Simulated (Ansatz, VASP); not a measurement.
## NaF in VASP and in Ansatz

File POSCAR:

```
NaF
1.0
    0.0000000000      2.3201397650      2.2887504660
    2.3201397650      0.0000000000      2.2887504660
    2.3201397650      2.3201397650      0.0000000000
Na F
1 1
Direct
    0.0000000000      0.0000000000      0.0000000000
    0.5000000000      0.5000000000      0.5000000000
```

INCAR.step1

```
PREC = Accurate
ENCUT = 520
ISMEAR = 0
SIGMA = 0.01
LREAL = F
LASPH = T
NELM = 60
NBANDS = 14
GGA = PE
ALGO = Normal
EDIFF = 1E-4
LWAVE = T
LCHARG = F
```

INCAR.step2

```
PREC = Accurate
ENCUT = 520
EDIFF = 1E-7
ISMEAR = 0
SIGMA = 0.01
LREAL = F
LASPH = T
NELM = 60
ALGO = Normal
ISIF = 2
LWAVE = F
LCHARG = F
METAGGA = R2SCAN
LMIXTAU = T
NBANDS = 14
ISTART = 1
```

KPOINTS

```
regular mesh
0
Gamma
  10 10 10
```

Input for Ansatz:

```yaml
crystal:
  lattice:
    - [0.0, 2.320139765, 2.288750466]
    - [2.320139765, 0.0, 2.288750466]
    - [2.320139765, 2.320139765, 0.0]
  atoms:
    - { symbol: Na, position: [0.0, 0.0, 0.0] }
    - { symbol: F, position: [0.5, 0.5, 0.5] }
kpoints:
  mp_grid: { grid: [10, 10, 10] }
  band_path:
    path:
      - [0.0, 0.0, 0.0]
      - [0.5, 0.0, 0.5]
      - [0.625, 0.25, 0.625]
      - [0.375, 0.375, 0.75]
      - [0.5, 0.5, 0.5]
      - [0.5, 0.25, 0.75]
    npoints: 1
hamiltonian:
  xc: r2scan
scf:
  occupations: { method: fixed }
  n_extra_bands: 4
output:
  forces: true
  stress: true
  eigenvalues: true
```

Change from the starting cell: epitaxial_xy strain +1.0%.

Alike in both runs: task single point; functional r2SCAN; k mesh 10 × 10 × 10; no spin polarisation.

|  | VASP | Ansatz |
| --- | --- | --- |
| version | VASP 6.6.1 | Ansatz 0.2.0 |
| potentials or method | VASP PAW PBE potentials, release 64 (Na_pv, F) | plane waves, PAW |
| plane-wave cutoff (eV) | 520 | 500 |
| occupations | gaussian, width 0.01 eV | fixed |
| valence electrons in the cell | 14 | 16 |

|  | VASP | Ansatz | Ansatz less VASP |
| --- | --- | --- | --- |
| gap on the k mesh at the Fermi level (eV) | 7.23 | 7.19 | -0.038 |
| pressure (GPa) | -1.5 | -0.8 | +0.71 |
| traceless stress, the component that is largest in VASP (GPa) | 0.70 | 0.82 | +0.122 |

VASP's potentials were made for PBE, not for r2SCAN. VASP's potentials hold 14 valence electrons a cell and Ansatz's 16, so a difference there can come from the potentials and not from the codes.
